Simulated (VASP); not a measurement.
## SnSe: single point with PBE

The system is SnSe.

```
Sn Se
1.0
     0.00000    3.02752    3.02752
     2.97138    0.02522    3.00229
     3.03158    3.06249   -0.03498
Sn Se
1 1
Direct
  0.98590 0.00000 0.00000
  0.51410 0.50000 0.50000
```

This cell differs from its parent crystal: strained.

| Item | Value |
| --- | --- |
| Program | VASP 6.6.1 |
| Task | single point |
| Functional | PBE |
| Potentials or basis | VASP PAW PBE potentials, release 64 (Sn_d, Se) |
| Cutoff | 520 eV |
| k mesh | 10 × 10 × 10 |
| Occupations | gaussian, width 0.05 eV |
| Spin | no spin polarisation |

```yaml
Pressure: 0.6 GPa
Largest_force: 0.011 eV/Å
Band_gap_on_the_k_mesh: 0.27 eV (least direct gap 0.50 eV)
```

Forces in eV/Å, atoms in the order of the input:
```
Sn   0.000  0.008  0.008
Se   0.000 -0.008 -0.008
```

Stress tensor (GPa, compression positive):
```
 1.30 -0.37  0.37
-0.37  0.28  0.17
 0.37  0.17  0.28
```

Levels at points of the mesh, in eV from the valence-band top:
| k point | band 7 | band 8 | band 9 | band 10 | band 11 | band 12 | band 13 | band 14 |
| --- | --- | --- | --- | --- | --- | --- | --- | --- |
| (0.00, 0.00, 0.00) | -5.23 | -2.44 | -2.23 | -2.20 | 3.97 | 4.07 | 4.19 | 5.60 |
| (0.50, 0.00, 0.00) | -8.09 | -2.14 | -2.02 | -0.23 | 0.48 | 1.11 | 1.21 | 8.04 |
| (0.00, 0.50, 0.00) | -8.06 | -2.15 | -2.12 | -0.20 | 0.30 | 1.08 | 1.12 | 8.09 |
| (0.50, 0.50, 0.00) | -6.25 | -5.38 | -3.81 | -3.58 | 2.90 | 5.07 | 5.32 | 5.75 |
| (0.00, 0.00, 0.50) | -8.20 | -2.05 | -1.99 | 0.00 | 0.51 | 1.26 | 1.35 | 8.02 |
| (0.00, 0.50, 0.50) | -6.17 | -5.53 | -3.76 | -3.66 | 2.80 | 5.11 | 5.23 | 5.87 |

Wall time 3 min on 1 thread of AMD EPYC 7R13 Processor (Zen 3), with other jobs on the host, peak memory 0.36 GiB.

Caveat: the cell differs from its parent crystal (strained); spin-orbit coupling is left out, which moves the levels of the heavy elements. A k mesh can miss the band edges.
